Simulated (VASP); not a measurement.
Set up this calculation in VASP 6.6.1, as the native input.

```
Task                   : single point
Functional             : PBEsol
Potentials or basis    : VASP PAW PBE potentials, release 64 (Al, Cu_sv_GW)
Cutoff                 : 820 eV
k mesh                 : 1 × 1 × 1
Occupations            : gaussian, width 0.1 eV
Spin                   : no spin polarisation
Dipole correction      : no
Further INCAR settings : ALGO = Normal; EDIFF = 1e-06; NBANDS = 32
```

The structure of Al3Cu2 lies in POSCAR:

```
Al3Cu2
1.0
    4.0919516368      0.0000000000      0.0000000000
   -2.0459758184      3.5437340685      0.0000000000
    0.0000000000      0.0000000000      4.9927787000
Al Cu
3 2
Direct
    0.0000000000      0.0000000000      0.0000000000
    0.3333333333      0.6666666667      0.3499253500
    0.6666666667      0.3333333333      0.6500746500
    0.3333333333      0.6666666667      0.8395121300
    0.6666666667      0.3333333333      0.1604878700
```

One way to write it, as run:

INCAR

```
PREC     = Accurate       # precision mode
ENCUT    = 820            # plane-wave cutoff, eV
EDIFF    = 1E-6           # SCF threshold, eV
ISMEAR   = 0              # smearing method
SIGMA    = 0.1            # smearing width, eV
LREAL    = F              # projectors in reciprocal space
LASPH    = T              # aspherical terms in the spheres
NELM     = 120            # most SCF steps
ALGO     = Normal         # electronic algorithm
ISIF     = 2              # what is computed and relaxed
LWAVE    = F              # write WAVECAR
LCHARG   = T              # write CHGCAR
GGA      = PS             # functional
LELF     = T              # ELF
LVHAR    = T            
NBANDS   = 32             # bands
GGA_COMPAT= F
```

KPOINTS

```
regular mesh
0
Gamma
  1 1 1
```

Potentials or basis: VASP PAW PBE potentials, release 64 (Al, Cu_sv_GW).

Launch:

```bash
$ cat potpaw_PBE.64/Al/POTCAR potpaw_PBE.64/Cu_sv_GW/POTCAR > POTCAR
$ mpirun -np 1 vasp_gam > vasp.out
```

It gave:

The pressure is 7.6 GPa. The largest force is 0.872 eV/Å. The band gap on the k mesh is zero (an odd number of electrons rules out a gap without spin polarisation).

Caveat: the k points lie up to 1.77 Å⁻¹ apart, too coarse for converged energies and pressures of a metal; the PAW data sets were made with another functional, which shifts forces and pressure a little.

Wall time 20 s on 1 thread of AMD EPYC 7R43 64-Core Processor (Zen 3), on a shared host, peak memory 0.21 GiB.
